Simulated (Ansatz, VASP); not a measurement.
**GePt2 in VASP and in Ansatz**

```xyz
9
Lattice="6.7607 0.0000 0.0000 -3.3804 5.8550 0.0000 0.0000 0.0000 3.4587" Properties=species:S:1:pos:R:3 pbc="T T T"
Ge    3.3804    1.9517    0.0000
Ge    0.0000    3.9033    0.0000
Ge    0.0000    0.0000    1.7293
Pt    4.2115    0.0000    1.7293
Pt    1.2746    2.2077    1.7293
Pt    4.6550    3.6473    1.7293
Pt   -0.9631    1.6682    0.0000
Pt    2.4173    4.1868    0.0000
Pt    1.9262    0.0000    0.0000
```

Alike in both runs: task single point; functional PBEsol; k mesh 6 × 6 × 12; occupations gaussian, width 0.15 eV; no spin polarisation.

```csv
,VASP,Ansatz
version,VASP 6.6.1,Ansatz 0.2.0
potentials or method,"VASP PAW PBE potentials, release 64 (Ge_d, Pt), cutoff 520 eV","scalar-relativistic, plane waves, PAW"
valence electrons in the cell,102,150
```

```csv
,VASP,Ansatz,Ansatz less VASP
gap on the k mesh at the Fermi level (eV),none,none,-
pressure (GPa),0.1,0.0,-0.08
"traceless stress, the component that is largest in VASP (GPa)",0.13,0.19,+0.059
rms of the force components (eV/Å),0.004,0.004,-0.0003
```

VASP's potentials were made for PBE, not for PBEsol. Atom by atom the forces differ by 0.002 eV/Å (rms over components). A gap of «none» marks a metal or a gap that the smearing closes. The functional is the same, so the differences come from potentials, cutoffs and numerics. VASP's potentials hold 102 valence electrons a cell and Ansatz's 150, so a difference there can come from the potentials and not from the codes.

Spin-orbit coupling is off throughout.
